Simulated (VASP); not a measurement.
Write the native input for VASP 6.6.1 that does the following.

- Task: single point
- Functional: PBE
- Potentials or basis: VASP PAW PBE potentials, release 64 (Hf_pv, Mo_sv, C)
- Cutoff: 520 eV
- k mesh: 8 × 8 × 6
- Occupations: fermi-dirac, width 0.05 eV
- Spin: no spin polarisation
- Dipole correction: no
- Further INCAR settings: ALGO = Normal; EDIFF = 1e-06; NBANDS = 24

The structure of HfMoC2 lies in POSCAR:

```
HfMoC2
1.0
    3.1914230000      0.0000000000      0.0000000000
    0.0000000000      3.1914230000      0.0000000000
    0.0000000000      0.0000000000      4.4851640000
Hf Mo C
1 1 2
Direct
    0.0000000000      0.0000000000      0.0000000000
    0.5000000000      0.5000000000      0.5000000000
    0.5000000000      0.5000000000      0.0000000000
    0.0000000000      0.0000000000      0.5000000000
```

The input as run:

INCAR

```
SYSTEM = HfMoC2
ALGO     = Normal         ! electronic algorithm
EDIFF    = 1E-6           ! SCF threshold, eV
ENCUT    = 520            ! plane-wave cutoff, eV
GGA      = PE             ! functional
ISIF     = 2              ! what is computed and relaxed
ISMEAR   = -1             ! smearing method
LASPH    = .True.         ! aspherical terms in the spheres
LCHARG   = .False.        ! write CHGCAR
LREAL    = .False.        ! projectors in reciprocal space
LWAVE    = .False.        ! write WAVECAR
NBANDS   = 24             ! bands
NELM     = 60             ! most SCF steps
PREC     = Accurate       ! precision mode
SIGMA    = 0.05           ! smearing width, eV
```

KPOINTS

```
k-points
0
Gamma
  8 8 6
  0 0 0
```

Potentials or basis: VASP PAW PBE potentials, release 64 (Hf_pv, Mo_sv, C).

Launch:

```sh
$ cat potpaw_PBE.64/Hf_pv/POTCAR potpaw_PBE.64/Mo_sv/POTCAR potpaw_PBE.64/C/POTCAR > POTCAR
$ mpirun -np 1 vasp_std > vasp.out
```

Results of the run:

| Quantity | Value |
| --- | --- |
| Pressure | -1.3 GPa |
| Band gap on the k mesh | zero (band 16 reaches 10.49 eV, above the bottom of band 17 at 8.01 eV) |

Caveat: spin-orbit coupling is left out, which moves the levels of the heavy elements.

Run time: 39 s on 1 thread of Intel(R) Xeon(R) Platinum 8259CL CPU @ 2.50GHz (Skylake/Cascade Lake) (shared host), peak memory 0.2 GiB.
